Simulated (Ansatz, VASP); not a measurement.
Two plane-wave programs on PtS2

```
CELL_PARAMETERS angstrom
3.57531 0.00000 0.00000
-1.78766 3.09631 0.00000
0.00000 0.00000 28.72000
ATOMIC_POSITIONS crystal
S 0.33333 0.66667 0.24379
S 0.66667 0.33333 0.32933
Pt 0.00000 0.00000 0.28656
```

Alike in both runs: functional PBE; k mesh 12 × 12 × 1; occupations gaussian, width 0.03 eV; no spin polarisation.

Ansatz relaxed the structure, and its values are those at the end. VASP's run is a single point on that final structure, the one shown.

```csv
,VASP,Ansatz
version,VASP 6.6.1,Ansatz 0.2.0
potentials or method,"VASP PAW PBE potentials, release 64 (S, Pt), cutoff 400 eV","scalar-relativistic, plane waves, PAW"
valence electrons in the cell,22,30
```

VASP gave:

- gap on the k mesh at the Fermi level (eV): 1.77
- least direct gap on the mesh (eV): 1.92
- rms of the force components (eV/Å): 0.018

Problem. Estimate Ansatz's values.

Solution. gap on the k mesh at the Fermi level (eV): 1.77; least direct gap on the mesh (eV): 1.91; rms of the force components (eV/Å): 0.000.

The functional is the same, so the differences come from potentials, cutoffs and numerics. VASP's potentials hold 22 valence electrons a cell and Ansatz's 30, so a difference there can come from the potentials and not from the codes. Ansatz's warnings: slab cell height set, structure snapped to symmetry.

Neither program's run includes spin-orbit coupling.
